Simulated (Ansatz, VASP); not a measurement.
## One calculation of Mn, two programs

```
Mn
1.0
     2.86429    0.00000    0.00000
     0.00000    2.86429    0.00000
     0.00000    0.00000    2.86429
Mn
2
Cartesian
  0.0000 0.0000 0.0000
  1.4321 1.4321 1.4321
```

Alike in both runs: task relaxation of cell and atoms; functional RPBE; k mesh 11 × 11 × 11; occupations fermi-dirac, width 0.05 eV; collinear spin.

|  | VASP | Ansatz |
| --- | --- | --- |
| version | VASP 6.6.1 | Ansatz 0.2.0 |
| potentials or method | VASP PAW PBE potentials, release 64 (Mn_pv), cutoff 600 eV | plane waves (420 eV) with PAW, scalar-relativistic |
| valence electrons in the cell | 26 | 30 |

```tsv
	VASP	Ansatz	Ansatz less VASP
net moment per atom (μB)	0.00	0.00	0.000
size of the moment on the site where the two differ most (μB)	3.23	3.15	-0.080
relaxed volume (Å³/atom)	14.00	13.88	-0.120
relaxed length of the cell vector where the two differ most in proportion (Å)	3.036	3.028	-0.0087
```

VASP's potentials were made for PBE, not for RPBE. Site moments also hang on the region over which each program counts them. VASP's potentials hold 26 valence electrons a cell and Ansatz's 30, so a difference there can come from the potentials and not from the codes.

Noted on VASP's run: the volume moved by over 15 % at a fixed basis, so the end points are rough.
